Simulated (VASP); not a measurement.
The system is AlSn.

```
Sn Al
1.0
     4.19811    0.00000    0.00000
    -2.09905    3.63567    0.00000
     0.00000    0.00000    3.30685
Sn Al
1 1
Direct
  0.33333 0.66667 0.50000
  0.00000 0.00000 0.00000
```

| Property | Result |
| --- | --- |
| Program | VASP 6.6.1 |
| Task | relaxation of cell and atoms |
| Functional | LDA |
| Potentials or basis | VASP PAW LDA potentials, release 64 (Sn_d, Al) |
| Cutoff | 600 eV |
| k mesh | 7 × 7 × 8 |
| Occupations | fermi-dirac, width 0.05 eV |
| Spin | no spin polarisation |

At the start: pressure -3.0 GPa; volume 25.24 Å³/atom.

Q: How do energy, volume and symmetry change on relaxing?

A: Over 5 steps the energy falls by 14.4 meV/atom and the volume is 23.78 Å³/atom (-5.8 %); space group P-6m2 (No. 187, to 0.05 Å).

The path:
| step | energy change (eV) | largest force (eV/Å) | pressure (GPa) | volume (Å³) |
| --- | --- | --- | --- | --- |
| 1 | 0.0000 | 0.0000 | -3.02 | 50.47 |
| 2 | -0.0267 | 0.0000 | 0.73 | 47.07 |
| 3 | -0.0280 | 0.0000 | 0.00 | 47.64 |
| 4 | -0.0287 | 0.0000 | 0.00 | 47.59 |
| 5 | -0.0288 | 0.0000 | 0.01 | 47.56 |

Final structure:
```xyz
2
Lattice="4.1044 0.0000 0.0000 -2.0522 3.5545 0.0000 0.0000 0.0000 3.2599" Properties=species:S:1:pos:R:3 pbc="T T T"
Sn    0.0000    2.3697    1.6299
Al    0.0000    0.0000    0.0000
```
